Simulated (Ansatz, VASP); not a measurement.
## Two plane-wave programs on TiW2

```
Ti W
1.0
     2.81808    0.00000    0.00000
    -1.40904    2.44053    0.00000
     0.00000    0.00000   14.22646
Ti W
2 4
Cartesian
  0.0000 1.6270 10.6698
  1.4090 0.8135 3.5566
  0.0000 1.6270 1.1855
  0.0000 1.6270 5.9277
  1.4090 0.8135 13.0409
  1.4090 0.8135 8.2988
```

Alike in both runs: task relaxation of cell and atoms; functional PBE; k mesh 6 × 6 × 2; occupations gaussian, width 0.1 eV; no spin polarisation.

```csv
,VASP,Ansatz
version,VASP 6.6.1,Ansatz 0.2.0
potentials or method,"VASP PAW PBE potentials, release 64 (Ti_sv, W_sv), cutoff 600 eV","scalar-relativistic, plane waves, PAW"
valence electrons in the cell,80,80
```

```csv
,VASP,Ansatz,Ansatz less VASP
"gap on the k mesh at the Fermi level, each at its own relaxed structure (eV)",none,none,-
relaxed volume (Å³/atom),16.64,16.65,+0.011
relaxed length of the cell vector where the two differ most in proportion (Å),14.728,14.750,+0.0225
```

A gap of «none» marks a metal or a gap that the smearing closes.

The k mesh is coarse, so the values compare programs but aren't converged. Spin-orbit coupling is off throughout.
